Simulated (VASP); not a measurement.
# Sn (I4/mmm) in VASP: notebook, part 2 of 2

VASP 6.6.1.

## 5. Single point, PBEsol (strain +0.0875 x Voigt [0, 0, 1, 0, 0, 0])

File INCAR:

```
  PREC = Accurate
  ENCUT = 520
  EDIFF = 1E-6
  ISMEAR = 0
  SIGMA = 0.15
  LREAL = F
  LASPH = T
  NELM = 80
  ALGO = Fast
  ISIF = 2
  LWAVE = F
  LCHARG = F
  GGA = PS
  NBANDS = 13
```

File KPOINTS:

```
Automatic mesh
0
Gamma
  18 18 18
```

File POSCAR:

```
Sn
1.0
   -1.8946518192      1.8946518192      2.0604338534
    1.8946518192     -1.8946518192      2.0604338534
    1.8946518192      1.8946518192     -2.0604338534
Sn
1
Direct
    0.0000000000      0.0000000000      0.0000000000
```

Potentials or basis: VASP PAW PBE potentials, release 64 (Sn_d).

Command:

```sh
$ cat potpaw_PBE.64/Sn_d/POTCAR > POTCAR
$ mpirun -np 1 vasp_std > vasp.out
```

OUTCAR:

```text
PREC = Accurate
   ENCUT = 520
   EDIFF = 1E-6
   ISMEAR = 0
   LREAL = F
   LASPH = T
   NELM = 80
   ISIF = 2
   GGA = PS

 ion  position               nearest neighbor table
   1  0.000  0.000  0.000-

  LATTYP: Found a body centered tetragonal cell.
 ALAT       =     3.7893036384
 C/A-ratio  =     1.0875000000

  Lattice vectors:

 A1 = (  -1.8946518192,   1.8946518192,   2.0604338534)
 A2 = (   1.8946518192,  -1.8946518192,   2.0604338534)
 A3 = (   1.8946518192,   1.8946518192,  -2.0604338534)

Analysis of symmetry for initial positions (statically):
=====================================================================
 Subroutine PRICEL returns:
 Original cell was already a primitive cell.

 Routine SETGRP: Setting up the symmetry group for a
 body centered tetragonal supercell.

 Subroutine GETGRP returns: Found 16 space group operations
 (whereof 16 operations were pure point group operations)
 out of a pool of 16 trial point group operations.

The static configuration has the point symmetry D_4h.

Analysis of symmetry for dynamics (positions and initial velocities):
[... 163 lines left out ...]
 fundamental gap:      0.0029224132
 Fermi energy:         6.9654100890

 k-point     1 :       0.0000    0.0000    0.0000
  band No.  band energies     occupation
      1     -14.4687      2.00000
      2     -14.4687      2.00000
      3     -14.4546      2.00000
      4     -14.3773      2.00000
      5     -14.3477      2.00000
      6      -3.5660      2.00000
      7      13.9396      0.00000
      8      14.1962      0.00000
      9      14.1962      0.00000
     10      18.2778      0.00000
     11      18.6576      0.00000
     12      18.6577      0.00000
     13      19.3907      0.00000
[... 354 lines left out ...]
  band No.  band energies     occupation
      1     -14.4709      2.00000
      2     -14.4531      2.00000
      3     -14.4065      2.00000
      4     -14.3810      2.00000
      5     -14.3555      2.00000
      6      -2.7541      2.00000
      7       9.6130      0.00000
      8      12.3225      0.00000
      9      13.1693      0.00000
     10      16.5224      0.00000
     11      16.7584      0.00000
     12      18.0068      0.00000
     13      20.5242      0.00000

 [... further k-points ...]
[... 5 lines left out ...]
  --------------------------------------------------------------------------------------
  -------------------------------------------------------------------------------------
  Total       -0.9766426     -0.9766426     -0.8555269      0.0000000     -0.0000000      0.0000000
  in kB      -52.8894126    -52.8894126    -46.3304759      0.0000000     -0.0000000      0.0000000
  external PRESSURE =     -50.7031004 kB  Pullay stress =       0.0000000 kB

 VOLUME and BASIS-vectors are now :
 -----------------------------------------------------------------------------
  energy-cutoff  :      520.00
  volume of cell :       29.59
      direct lattice vectors                 reciprocal lattice vectors
    -1.894651819  1.894651819  2.060433853     0.000000000  0.263900731  0.242667339
     1.894651819 -1.894651819  2.060433853     0.263900731  0.000000000  0.242667339
     1.894651819  1.894651819 -2.060433853     0.263900731  0.263900731  0.000000000

 POSITION                                       TOTAL-FORCE (eV/Angst)
 -----------------------------------------------------------------------------------
      0.00000      0.00000      0.00000        -0.000000      0.000000      0.000000
 -----------------------------------------------------------------------------------
    total drift:                               -0.000000     -0.000000     -0.000000

  FREE ENERGIE OF THE ION-ELECTRON SYSTEM (eV)
  ---------------------------------------------------
  free  energy   TOTEN  =        -4.1772912943 eV

  energy  without entropy=       -4.1710937558  energy(sigma->0) =       -4.17419253
```

OSZICAR:

```text
N       E                     dE             d eps       ncg     rms          rms(c)
DAV:   1     0.802213789180E+02    0.80221E+02   -0.71872E+03 12782   0.155E+03
DAV:   2     0.157905006585E+01   -0.78642E+02   -0.76342E+02 13275   0.334E+02
DAV:   3    -0.407012327961E+01   -0.56492E+01   -0.56291E+01 14938   0.734E+01
DAV:   4    -0.419107654500E+01   -0.12095E+00   -0.12093E+00 14778   0.116E+01
DAV:   5    -0.419534494446E+01   -0.42684E-02   -0.42683E-02 16455   0.211E+00    0.115E+00
RMM:   6    -0.418122711997E+01    0.14118E-01   -0.14653E-02 15723   0.159E+00    0.644E-01
RMM:   7    -0.417742240530E+01    0.38047E-02   -0.99544E-03 15534   0.116E+00    0.107E-01
RMM:   8    -0.417725110562E+01    0.17130E-03   -0.86160E-04 17205   0.448E-01    0.269E-02
RMM:   9    -0.417728764761E+01   -0.36542E-04   -0.35969E-04 18928   0.179E-01    0.217E-02
RMM:  10    -0.417728879234E+01   -0.11447E-05   -0.60805E-05 16723   0.117E-01    0.382E-03
RMM:  11    -0.417729066042E+01   -0.18681E-05   -0.33110E-05 19934   0.574E-02    0.740E-03
RMM:  12    -0.417729129429E+01   -0.63387E-06   -0.40756E-06 13210   0.201E-02
   1 F= -.41772913E+01 E0= -.41741925E+01  d E =-.619754E-02
```

stdout:

```text
POSCAR found type information on POSCAR Sn
 POSCAR found :  1 types and       1 ions
 scaLAPACK will be used
 -----------------------------------------------------------------------------
|                                                                             |
|                                                                             |
|     You enforced a specific xc type in the INCAR file but a different       |
|     I HOPE YOU KNOW WHAT YOU ARE DOING!                                     |
|                                                                             |
 -----------------------------------------------------------------------------

 LDA part: xc-table for (Slater+PW92), standard interpolation
 POSCAR, INCAR and KPOINTS ok, starting setup
 FFT: planning ... GRIDC
 FFT: planning ... GRID_SOFT
 FFT: planning ... GRID
 WAVECAR not read
 entering main loop
WARNING in EDDRMM: call to ZHEGV failed, returncode =   8  4     13
WARNING in EDDRMM: call to ZHEGV failed, returncode =   8  4     10
WARNING in EDDRMM: call to ZHEGV failed, returncode =   8  4     13
WARNING in EDDRMM: call to ZHEGV failed, returncode =   6  3     10
```

It took 78 s on 1 thread of Intel Xeon 6975P-C (Granite Rapids), shared host; peak memory 0.29 GiB.

Results:

```yaml
Free_energy: -4.1773 eV
Pressure: -5.1 GPa
Band_gap_on_the_k_mesh: zero (band 7 reaches 13.94 eV, above the bottom of band 8 at 4.82 eV)
```

Stress tensor (GPa, compression positive):
```
-5.29  0.00  0.00
 0.00 -5.29  0.00
 0.00  0.00 -4.63
```

Caveat: the cell differs from its parent crystal (strain +0.0875 x Voigt [0, 0, 1, 0, 0, 0]); the PAW data sets were made with another functional, which shifts forces and pressure a little; spin-orbit coupling is left out, which moves the levels of the heavy elements.

## 6. Single point, PBEsol (strain +0.1000 x Voigt [0, 0, 1, 0, 0, 0])

File INCAR:

```
PREC     = Accurate       # precision mode
ENCUT    = 520            # plane-wave cutoff, eV
EDIFF    = 1E-6           # SCF threshold, eV
ISMEAR   = 0              # smearing method
SIGMA    = 0.15           # smearing width, eV
LREAL    = F              # projectors in reciprocal space
LASPH    = T              # aspherical terms in the spheres
NELM     = 100            # most SCF steps
ALGO     = Fast           # electronic algorithm
ISIF     = 2              # what is computed and relaxed
LWAVE    = F              # write WAVECAR
LCHARG   = F              # write CHGCAR
GGA      = PS             # functional
NBANDS   = 13             # bands
```

KPOINTS is that of step 5.

File POSCAR:

```
Sn
1.0
   -1.8946518192      1.8946518192      2.0841170011
    1.8946518192     -1.8946518192      2.0841170011
    1.8946518192      1.8946518192     -2.0841170011
Sn
1
Direct
    0.0000000000      0.0000000000      0.0000000000
```

Potentials or basis: VASP PAW PBE potentials, release 64 (Sn_d).

Command:

```sh
$ cat potpaw_PBE.64/Sn_d/POTCAR > POTCAR
$ mpirun -np 1 vasp_std > vasp.out
```

OUTCAR:

```text
PREC = Accurate
   ENCUT = 520
   EDIFF = 1E-6
   ISMEAR = 0
   LREAL = F
   LASPH = T
   NELM = 100
   ISIF = 2
   GGA = PS

 ion  position               nearest neighbor table
   1  0.000  0.000  0.000-

  LATTYP: Found a body centered tetragonal cell.
 ALAT       =     3.7893036384
 C/A-ratio  =     1.1000000000

  Lattice vectors:

 A1 = (  -1.8946518192,   1.8946518192,   2.0841170011)
 A2 = (   1.8946518192,  -1.8946518192,   2.0841170011)
 A3 = (   1.8946518192,   1.8946518192,  -2.0841170011)

Analysis of symmetry for initial positions (statically):
=====================================================================
 Subroutine PRICEL returns:
 Original cell was already a primitive cell.

 Routine SETGRP: Setting up the symmetry group for a
 body centered tetragonal supercell.

 Subroutine GETGRP returns: Found 16 space group operations
 (whereof 16 operations were pure point group operations)
 out of a pool of 16 trial point group operations.

The static configuration has the point symmetry D_4h.

Analysis of symmetry for dynamics (positions and initial velocities):
=====================================================================
 Subroutine PRICEL returns:
 Original cell was already a primitive cell.

 Routine SETGRP: Setting up the symmetry group for a
 body centered tetragonal supercell.

 Subroutine GETGRP returns: Found 16 space group operations
 (whereof 16 operations were pure point group operations)
 out of a pool of 16 trial point group operations.

The dynamic configuration has the point symmetry D_4h.

 Subroutine INISYM returns: Found 16 space group operations
 (whereof 16 operations are pure point group operations),
 and found     1 'primitive' translations

----------------------------------------------------------------------------------------

                                     Primitive cell

  volume of cell :      29.9255

[... 109 lines left out ...]
  Thomas-Fermi vector in A             =   2.403842
   LORBIT       =      0    0 simple, 1 ext, 2 COOP (PROOUT), +10 PAW based schemes
   GGA     = PS    functional components
   LHFCALC =     F    Hartree Fock is set to
   AEXX    =    0.0000 exact exchange contribution
   IVDW    =     0    specifies the selected vdW correction
   LEPSILON=     F    determine dielectric tensor
   LRPA    =     F    only Hartree local field effects (RPA)
 non-spin polarized calculation
 RMM-DIIS sequential band-by-band and
 Gauss-broadening in eV      SIGMA  =   0.15
  energy-cutoff  :      520.00
  volume of cell :       29.93
 maximum number of plane-waves:       820
 NGX is ok and might be reduce to    28
   NGX = 13   NGY = 13   NGZ = 13

 number of electron      13.9999994 magnetization

 Free energy of the ion-electron system (eV)
  ---------------------------------------------------
  ext. energy  EPLUGINS =         0.00000000
  ---------------------------------------------------
  free energy    TOTEN  =        -4.16706145 eV

  energy without entropy =       -4.16075088  energy(sigma->0) =       -4.16390616

 E-fermi :   6.8422     XC(G=0): -10.0616

 val. band max:        6.8370484170   @ k =   0.5000   0.2778  -0.0000
 cond. band min:       6.8486554359   @ k =  -0.3333   0.4444   0.1667
 fundamental gap:      0.0116070189
 Fermi energy:         6.8421872247

 k-point     1 :       0.0000    0.0000    0.0000
  band No.  band energies     occupation
      1     -14.5912      2.00000
      2     -14.5912      2.00000
      3     -14.5756      2.00000
      4     -14.5055      2.00000
      5     -14.4742      2.00000
      6      -3.6173      2.00000
      7      13.7063      0.00000
      8      13.9701      0.00000
      9      13.9701      0.00000
     10      18.0621      0.00000
     11      18.4121      0.00000
     12      18.4141      0.00000
     13      19.3379      0.00000
[... 354 lines left out ...]
  band No.  band energies     occupation
      1     -14.5924      2.00000
      2     -14.5760      2.00000
      3     -14.5309      2.00000
      4     -14.5082      2.00000
      5     -14.4817      2.00000
      6      -2.8135      2.00000
      7       9.4214      0.00000
      8      12.1674      0.00000
      9      12.9772      0.00000
     10      16.3672      0.00000
     11      16.5906      0.00000
     12      17.8461      0.00000
     13      20.2620      0.00000

 [... further k-points ...]
[... 5 lines left out ...]
  --------------------------------------------------------------------------------------
  -------------------------------------------------------------------------------------
  Total       -1.0480712     -1.0480712     -0.9239289      0.0000000      0.0000000      0.0000000
  in kB      -56.1126062    -56.1126062    -49.4661631      0.0000000      0.0000000      0.0000000
  external PRESSURE =     -53.8971252 kB  Pullay stress =       0.0000000 kB

 VOLUME and BASIS-vectors are now :
 -----------------------------------------------------------------------------
  energy-cutoff  :      520.00
  volume of cell :       29.93
      direct lattice vectors                 reciprocal lattice vectors
    -1.894651819  1.894651819  2.084117001     0.000000000  0.263900731  0.239909755
     1.894651819 -1.894651819  2.084117001     0.263900731  0.000000000  0.239909755
     1.894651819  1.894651819 -2.084117001     0.263900731  0.263900731  0.000000000

 POSITION                                       TOTAL-FORCE (eV/Angst)
 -----------------------------------------------------------------------------------
      0.00000      0.00000      0.00000        -0.000000      0.000000      0.000000
 -----------------------------------------------------------------------------------
    total drift:                                0.000000     -0.000000     -0.000000

  FREE ENERGIE OF THE ION-ELECTRON SYSTEM (eV)
  ---------------------------------------------------
  free  energy   TOTEN  =        -4.1670614464 eV

  energy  without entropy=       -4.1607508789  energy(sigma->0) =       -4.16390616
```

OSZICAR:

```text
N       E                     dE             d eps       ncg     rms          rms(c)
DAV:   1     0.800313655609E+02    0.80031E+02   -0.71773E+03 12798   0.155E+03
DAV:   2     0.163679963381E+01   -0.78395E+02   -0.76001E+02 13290   0.333E+02
DAV:   3    -0.406035426381E+01   -0.56972E+01   -0.56758E+01 14988   0.739E+01
DAV:   4    -0.418050545783E+01   -0.12015E+00   -0.12012E+00 14909   0.116E+01
DAV:   5    -0.418479575921E+01   -0.42903E-02   -0.42902E-02 16369   0.211E+00    0.113E+00
RMM:   6    -0.417089943960E+01    0.13896E-01   -0.14576E-02 15716   0.158E+00    0.631E-01
RMM:   7    -0.416718333410E+01    0.37161E-02   -0.99155E-03 15554   0.116E+00    0.105E-01
RMM:   8    -0.416702011851E+01    0.16322E-03   -0.88117E-04 17177   0.452E-01    0.270E-02
RMM:   9    -0.416705771648E+01   -0.37598E-04   -0.36795E-04 18895   0.181E-01    0.214E-02
RMM:  10    -0.416705876298E+01   -0.10465E-05   -0.62194E-05 16756   0.118E-01    0.338E-03
RMM:  11    -0.416706083536E+01   -0.20724E-05   -0.34236E-05 20061   0.574E-02    0.714E-03
RMM:  12    -0.416706144642E+01   -0.61106E-06   -0.37382E-06 13127   0.193E-02
   1 F= -.41670614E+01 E0= -.41639062E+01  d E =-.631057E-02
```

Wall time 78 s (1 thread of Intel Xeon 6975P-C (Granite Rapids), shared host); peak memory 0.28 GiB.

What came out:

```yaml
Free_energy: -4.1671 eV
Pressure: -5.4 GPa
Band_gap_on_the_k_mesh: zero (band 7 reaches 13.71 eV, above the bottom of band 8 at 4.74 eV)
```

Stress tensor (GPa, compression positive):
```
-5.61  0.00  0.00
 0.00 -5.61  0.00
 0.00  0.00 -4.95
```

Caveat: the cell differs from its parent crystal (strain +0.1000 x Voigt [0, 0, 1, 0, 0, 0]); the PAW data sets were made with another functional, which shifts forces and pressure a little; spin-orbit coupling is left out, which moves the levels of the heavy elements.

## 7. Overview

```csv
cell,further INCAR settings,gap on the mesh (eV),pressure (GPa)
"a = 3.176 Å, angles 106.8, 106.8, 115.1°, 1 atom",ALGO = Fast; EDIFF = 1e-06; NBANDS = 13,none,4.5
"a = 3.202 Å, angles 107.4, 107.4, 113.6°, 1 atom",ALGO = Fast; EDIFF = 1e-07; NBANDS = 13,none,2.4
"a = 3.366 Å, angles 111.5, 111.5, 105.5°, 1 atom",ALGO = Fast; EDIFF = 1e-06; NBANDS = 13,none,-4.7
"a = 3.380 Å, angles 111.8, 111.8, 104.9°, 1 atom",ALGO = Fast; EDIFF = 1e-06; NBANDS = 13,none,-5.1
"a = 3.395 Å, angles 112.1, 112.1, 104.2°, 1 atom",ALGO = Fast; EDIFF = 1e-06; NBANDS = 13,none,-5.4
```

Alike in all rows: task single point; level PBEsol; potentials or basis VASP PAW PBE potentials, release 64 (Sn_d); no spin polarisation; k mesh 18 × 18 × 18; cutoff (eV) 520; smearing gaussian 0.15 eV.

Caveats: the PAW data sets were made with another functional, which shifts forces and pressure a little; spin-orbit coupling is left out, which moves the levels of the heavy elements.

Total energies depend on the potentials used, so only differences within one code and one set of settings carry meaning.
